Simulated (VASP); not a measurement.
# Bi (R-3m) in VASP: a series of runs

Bi is run at these levels: PBEsol; tasks: relaxation of shape and atoms at fixed volume.

All numbers are computed with VASP 6.6.1; they aren't measurements. Logs are shortened: lines on timing, memory, paths and dates and some standing lists are left out, and cuts for length are marked.

## 1. The cell of the first run

The structure is trigonal, space group R-3m (No. 166). Conventional cell: a = 4.569 Å, b = 4.569 Å, c = 11.768 Å, α = 90.00°, β = 90.00°, γ = 120.00°. Bi (site symmetry 3m) has 6 Bi at 3.11 to 3.48 Å within 4.1 Å.

## 2. Relaxation of shape and atoms at fixed volume, PBEsol (35.46 Å³/atom)

INCAR reads:

```
SYSTEM = Bi
PREC = Accurate
ENCUT = 600
EDIFF = 1E-6
ISMEAR = 0
SIGMA = 0.1
LREAL = .False.
LASPH = .True.
NELM = 60
ALGO = Fast
ISIF = 4
LWAVE = .False.
LCHARG = .False.
GGA = PS
IBRION = 2
NSW = 50
EDIFFG = -0.01
```

KPOINTS reads:

```
regular mesh
0
Gamma
  12 12 12
  0 0 0
```

POSCAR reads:

```
Bi
1.0
    2.2846622191      1.3190503472      3.9227599972
   -2.2846622191      1.3190503472      3.9227599972
    0.0000000000     -2.6381006944      3.9227599972
Bi
2
Direct
    0.2366973713      0.2366973713      0.2366973713
    0.7633026287      0.7633026287      0.7633026287
```

Potentials or basis: VASP PAW PBE potentials, release 64 (Bi_d).

Launch:

```console
> cat potpaw_PBE.64/Bi_d/POTCAR > POTCAR
> mpirun -np 1 vasp_std > vasp.out
```

OUTCAR:

```text
SYSTEM = Bi
   PREC = Accurate
   ENCUT = 600
   EDIFF = 1E-6
   ISMEAR = 0
   LREAL = .False.
   LASPH = .True.
   NELM = 60
   ISIF = 4
   GGA = PS
   IBRION = 2
   NSW = 50
   EDIFFG = -0.01

 ion  position               nearest neighbor table
   1  0.237  0.237  0.237-   2 3.11   2 3.11   2 3.11   2 3.48   2 3.48   2 3.48
   2  0.763  0.763  0.763-   1 3.11   1 3.11   1 3.11   1 3.48   1 3.48   1 3.48

  LATTYP: Found a trigonal (rhomboedric) cell.
 ALAT       =     4.7273270745
 COS(alpha) =     0.5328646935

  Lattice vectors:

 A1 = (   2.2846622191,   1.3190503472,   3.9227599972)
 A2 = (  -2.2846622191,   1.3190503472,   3.9227599972)
 A3 = (   0.0000000000,  -2.6381006944,   3.9227599972)

Analysis of symmetry for initial positions (statically):
=====================================================================
 Subroutine PRICEL returns:
 Original cell was already a primitive cell.

 Routine SETGRP: Setting up the symmetry group for a
 trigonal (rhombohedral) supercell.

 Subroutine GETGRP returns: Found 12 space group operations
 (whereof 12 operations were pure point group operations)
 out of a pool of 12 trial point group operations.

The static configuration has the point symmetry D_3d.

Analysis of symmetry for dynamics (positions and initial velocities):
=====================================================================
 Subroutine PRICEL returns:
 Original cell was already a primitive cell.

 Routine SETGRP: Setting up the symmetry group for a
 trigonal (rhombohedral) supercell.

 Subroutine GETGRP returns: Found 12 space group operations
 (whereof 12 operations were pure point group operations)
 out of a pool of 12 trial point group operations.

The dynamic configuration has the point symmetry D_3d.

 Subroutine INISYM returns: Found 12 space group operations
 (whereof 12 operations are pure point group operations),
 and found     1 'primitive' translations

----------------------------------------------------------------------------------------

                                     Primitive cell

  volume of cell :      70.9294

  direct lattice vectors                    reciprocal lattice vectors
[... 102 lines left out ...]
   ISMEAR =     0;   SIGMA  =   0.10  broadening in eV -4-tet -1-fermi 0-gaus
   EFERMI_NEDOS =   21; number of points for ismear=-14 and -15
   IALGO  =     68    algorithm
   IMIX   =      4    mixing-type and parameters
     AMIX     =   0.40;   BMIX     =  1.00
     AMIX_MAG =   1.60;   BMIX_MAG =  1.00
  volume/ion in A,a.u.               =      35.46       239.33
  Fermi-wavevector in a.u.,A,eV,Ry     =   1.228871  2.322230 20.546499  1.510125
  Thomas-Fermi vector in A             =   2.363780
   LORBIT       =      0    0 simple, 1 ext, 2 COOP (PROOUT), +10 PAW based schemes
   GGA     = PS    functional components
   LHFCALC =     F    Hartree Fock is set to
   AEXX    =    0.0000 exact exchange contribution
   IVDW    =     0    specifies the selected vdW correction
   LEPSILON=     F    determine dielectric tensor
   LRPA    =     F    only Hartree local field effects (RPA)
 conjugate gradient relaxation of ions
 non-spin polarized calculation
 RMM-DIIS sequential band-by-band and
 Gauss-broadening in eV      SIGMA  =   0.10
  energy-cutoff  :      600.00
  volume of cell :       70.93
 maximum number of plane-waves:      2393
 NGX is ok and might be reduce to    40
   NGX = 19   NGY = 19   NGZ = 19

--------------------------------------- Ionic step        1  -------------------------------------------

 number of electron      30.0000005 magnetization

 Free energy of the ion-electron system (eV)
  ---------------------------------------------------
  ext. energy  EPLUGINS =         0.00000000
  ---------------------------------------------------
  free energy    TOTEN  =        -8.59736354 eV

  energy without entropy =       -8.59610960  energy(sigma->0) =       -8.59673657

------------------------ aborting loop because EDIFF is reached ----------------------------------------

  FORCE on cell =-STRESS in cart. coord.  units (eV):
  Direction    XX          YY          ZZ          XY          YZ          ZX
  --------------------------------------------------------------------------------------
  -------------------------------------------------------------------------------------
  Total       -0.6383369     -0.6383369     -0.5686523      0.0000000      0.0000000      0.0000000
  in kB      -14.4189673    -14.4189673    -12.8449097      0.0000000      0.0000000      0.0000000
  external PRESSURE =     -13.8942814 kB  Pullay stress =       0.0000000 kB
[... 89 lines left out ...]
  FREE ENERGIE OF THE ION-ELECTRON SYSTEM (eV)
  ---------------------------------------------------
  free  energy   TOTEN  =        -8.5991957140 eV

  energy  without entropy=       -8.5979693426  energy(sigma->0) =       -8.59858253

[... ionic steps 4 to 7 ...]

--------------------------------------- Ionic step        8  -------------------------------------------

 number of electron      30.0000001 magnetization

------------------------ aborting loop because EDIFF is reached ----------------------------------------
[... 67 lines left out ...]
--------------------------------------- Ionic step       10  -------------------------------------------

 number of electron      30.0000002 magnetization

 Free energy of the ion-electron system (eV)
  ---------------------------------------------------
  ext. energy  EPLUGINS =         0.00000000
  ---------------------------------------------------
  free energy    TOTEN  =        -8.59965935 eV

  energy without entropy =       -8.59841039  energy(sigma->0) =       -8.59903487

 E-fermi :   6.0524     XC(G=0):  -9.6667

 val. band max:        6.0434783912   @ k =   0.4167   0.0833   0.0833
 cond. band min:       6.1135773827   @ k =   0.4167   0.0000   0.0000
 fundamental gap:      0.0700989915
 Fermi energy:         6.0523524758

 k-point     1 :       0.0000    0.0000    0.0000
  band No.  band energies     occupation
      1     -16.7611      2.00000
      2     -16.7611      2.00000
      3     -16.6138      2.00000
      4     -16.6138      2.00000
      5     -16.6014      2.00000
      6     -16.4354      2.00000
[... 505 lines left out ...]
      6     -16.5155      2.00000
[... 11 lines left out ...]
     18       9.2909      0.00000
     19      12.7832      0.00000

 [... further k-points ...]
[... 5 lines left out ...]
  --------------------------------------------------------------------------------------
  -------------------------------------------------------------------------------------
  Total       -0.4501036     -0.4501036     -0.4460939      0.0000000      0.0000000      0.0000000
  in kB      -10.1670901    -10.1670901    -10.0765185      0.0000000      0.0000000      0.0000000
  external PRESSURE =     -10.1368996 kB  Pullay stress =       0.0000000 kB
[... 17 lines left out ...]
  FREE ENERGIE OF THE ION-ELECTRON SYSTEM (eV)
  ---------------------------------------------------
  free  energy   TOTEN  =        -8.5996593527 eV

  energy  without entropy=       -8.5984103907  energy(sigma->0) =       -8.59903487

 reached required accuracy - stopping structural energy minimisation
```

It took 30 min on 1 thread of Oxide Virtual Turin-like, shared host; peak memory 0.39 GiB.

Results:

- Free energy: -8.5997 eV
- Energy gained by relaxing: 1.1 meV/atom
- Ionic steps: 10
- Pressure after relaxing: -1.0 GPa
- Largest force after relaxing: 0.009 eV/Å
- Band gap on the k mesh: zero (bands 15 and 16 overlap by 0.22 eV)

Forces on the atoms (eV/Å):
```
Bi   0.000  0.000  0.009
Bi   0.000  0.000 -0.009
```

Step by step:
```csv
step,energy change (eV),largest force (eV/Å),pressure (GPa),volume (Å³)
1,0.0000,0.1070,-1.39,70.93
2,-0.0010,0.0707,-1.29,70.93
3,-0.0018,0.0274,-1.21,70.93
4,-0.0018,0.0700,-0.94,70.93
5,-0.0021,0.0034,-1.09,70.93
6,-0.0021,0.0180,-1.04,70.93
7,-0.0021,0.0011,-1.07,70.93
8,-0.0021,0.0172,-1.06,70.93
9,-0.0023,0.0120,-1.04,70.93
10,-0.0023,0.0088,-1.01,70.93
```

Final structure:
```
CELL_PARAMETERS angstrom
2.27518 1.31357 3.95554
-2.27518 1.31357 3.95554
0.00000 -2.62715 3.95554
ATOMIC_POSITIONS crystal
Bi 0.23509 0.23509 0.23509
Bi 0.76491 0.76491 0.76491
```

Levels at points of the mesh, in eV from the Fermi level:
```csv
k point,band 12,band 13,band 14,band 15,band 16,band 17,band 18,band 19
"(0.00, 0.00, 0.00)",-7.50,-1.47,-1.16,-1.16,2.58,2.98,2.98,5.57
"(0.50, 0.00, 0.00)",-10.50,-1.26,-1.08,-0.26,-0.25,0.47,0.97,7.48
"(0.50, 0.50, 0.00)",-9.43,-4.65,-3.00,-2.84,2.40,4.91,5.36,6.72
"(0.50, 0.50, 0.50)",-9.95,-0.88,-0.52,-0.52,0.67,0.67,0.69,7.02
```

Caveat: the PAW data sets were made with another functional, which shifts forces and pressure a little; spin-orbit coupling is left out, which moves the levels of the heavy elements.

## 3. Relaxation of shape and atoms at fixed volume, PBEsol (36.50 Å³/atom)

This run uses another cell than the first one, of 36.50 Å³/atom.

INCAR reads:

```
SYSTEM = Bi
ALGO = Fast
EDIFF = 1E-7
EDIFFG = -0.01
ENCUT = 600
GGA = PS
IBRION = 2
ISIF = 4
ISMEAR = 0
LASPH = .True.
LCHARG = .False.
LREAL = .False.
LWAVE = .False.
NELM = 80
NSW = 50
PREC = Accurate
SIGMA = 0.1
```

KPOINTS reads:

```
k-points
0
Gamma
  12 12 12
  0 0 0
```

POSCAR reads:

```
Bi
1.0
    2.2976574516      1.3265531482      3.9914786843
   -2.2976574516      1.3265531482      3.9914786843
    0.0000000000     -2.6531062963      3.9914786843
Bi
2
Direct
    0.2351117413      0.2351117413      0.2351117413
    0.7648882587      0.7648882587      0.7648882587
```

Potentials or basis: VASP PAW PBE potentials, release 64 (Bi_d).

Launch:

```console
> cat potpaw_PBE.64/Bi_d/POTCAR > POTCAR
> mpirun -np 1 vasp_std > vasp.out
```

OUTCAR:

```text
SYSTEM = Bi
   EDIFF = 1E-7
   EDIFFG = -0.01
   ENCUT = 600
   GGA = PS
   IBRION = 2
   ISIF = 4
   ISMEAR = 0
   LASPH = .True.
   LREAL = .False.
   NELM = 80
   NSW = 50
   PREC = Accurate

 ion  position               nearest neighbor table
   1  0.235  0.235  0.235-   2 3.12   2 3.12   2 3.12   2 3.55   2 3.55   2 3.55
   2  0.765  0.765  0.765-   1 3.12   1 3.12   1 3.12   1 3.55   1 3.55   1 3.55

  LATTYP: Found a trigonal (rhomboedric) cell.
 ALAT       =     4.7927940814
 COS(alpha) =     0.5403544932

  Lattice vectors:

 A1 = (   2.2976574516,   1.3265531482,   3.9914786843)
 A2 = (  -2.2976574516,   1.3265531482,   3.9914786843)
 A3 = (   0.0000000000,  -2.6531062963,   3.9914786843)

Analysis of symmetry for initial positions (statically):
=====================================================================
[... 358 lines left out ...]
  ---------------------------------------------------
  ext. energy  EPLUGINS =         0.00000000
  ---------------------------------------------------
  free energy    TOTEN  =        -8.58149440 eV

  energy without entropy =       -8.58025621  energy(sigma->0) =       -8.58087530

 E-fermi :   5.7360     XC(G=0):  -9.5283

 val. band max:        5.7131055333   @ k =   0.4167   0.0833   0.0833
 cond. band min:       5.7478322555   @ k =  -0.4167   0.5000   0.4167
 fundamental gap:      0.0347267222
 Fermi energy:         5.7360495557

 k-point     1 :       0.0000    0.0000    0.0000
  band No.  band energies     occupation
      1     -17.0379      2.00000
      2     -17.0379      2.00000
      3     -16.8993      2.00000
      4     -16.8993      2.00000
      5     -16.8853      2.00000
      6     -16.7323      2.00000
[... 505 lines left out ...]
      6     -16.8052      2.00000
[... 11 lines left out ...]
     18       8.9132      0.00000
     19      12.3769      0.00000

 [... further k-points ...]
[... 5 lines left out ...]
  --------------------------------------------------------------------------------------
  -------------------------------------------------------------------------------------
  Total       -0.8263468     -0.8263468     -0.8178816      0.0000000     -0.0000000      0.0000000
  in kB      -18.1375216    -18.1375216    -17.9517182      0.0000000     -0.0000000      0.0000000
  external PRESSURE =     -18.0755871 kB  Pullay stress =       0.0000000 kB
[... 17 lines left out ...]
  FREE ENERGIE OF THE ION-ELECTRON SYSTEM (eV)
  ---------------------------------------------------
  free  energy   TOTEN  =        -8.5814943977 eV

  energy  without entropy=       -8.5802562076  energy(sigma->0) =       -8.58087530

 reached required accuracy - stopping structural energy minimisation
```

CONTCAR:

```text
Bi
   1.00000000000000
     2.2853829828568952    1.3194664803684313    4.0344691578311593
    -2.2853829828568952    1.3194664803684313    4.0344691578311593
     0.0000000000000000   -2.6389329606504761    4.0344691578355114
  Bi
     2
Direct
     0.2335106212154452    0.2335106212154452    0.2335106212154475
     0.7664893787845548    0.7664893787845548    0.7664893787845526

  0.00000000E+00  0.00000000E+00  0.00000000E+00
  0.00000000E+00  0.00000000E+00  0.00000000E+00
```

Wall time 28 min (1 thread of Oxide Virtual Turin-like, shared host); peak memory 0.41 GiB.

Results:

```yaml
Free_energy: -8.5815 eV
Energy_gained_by_relaxing: 1.4 meV/atom
Ionic_steps: 6
Pressure_after_relaxing: -1.8 GPa
Band_gap_on_the_k_mesh: zero (bands 15 and 16 overlap by 0.23 eV)
```

The path:
| step | energy change (eV) | largest force (eV/Å) | pressure (GPa) | volume (Å³) |
| --- | --- | --- | --- | --- |
| 1 | 0.0000 | 0.1107 | -2.23 | 73.00 |
| 2 | -0.0012 | 0.0766 | -2.14 | 73.00 |
| 3 | -0.0024 | 0.0115 | -1.94 | 73.00 |
| 4 | -0.0025 | 0.0150 | -1.85 | 73.00 |
| 5 | -0.0027 | 0.0059 | -1.82 | 73.00 |
| 6 | -0.0028 | 0.0000 | -1.81 | 73.00 |

Final structure:
```xyz
2
Lattice="2.2854 1.3195 4.0345 -2.2854 1.3195 4.0345 0.0000 -2.6389 4.0345" Properties=species:S:1:pos:R:3 pbc="T T T"
Bi    0.0000    0.0000    2.8263
Bi    0.0000    0.0000    9.2771
```

Levels at points of the mesh, in eV from the Fermi level:
| k point | band 12 | band 13 | band 14 | band 15 | band 16 | band 17 | band 18 | band 19 |
| --- | --- | --- | --- | --- | --- | --- | --- | --- |
| (0.00, 0.00, 0.00) | -7.59 | -1.46 | -1.09 | -1.09 | 2.43 | 2.90 | 2.90 | 5.63 |
| (0.50, 0.00, 0.00) | -10.39 | -1.37 | -1.13 | -0.28 | -0.22 | 0.54 | 1.11 | 7.30 |
| (0.50, 0.50, 0.00) | -9.45 | -4.47 | -2.89 | -2.71 | 2.38 | 4.76 | 5.32 | 6.45 |
| (0.50, 0.50, 0.50) | -9.80 | -0.91 | -0.53 | -0.53 | 0.78 | 0.80 | 0.80 | 6.81 |

Caveat: the PAW data sets were made with another functional, which shifts forces and pressure a little; spin-orbit coupling is left out, which moves the levels of the heavy elements.

The gap in the log of VASP goes by the Fermi energy; the results here count the filled bands.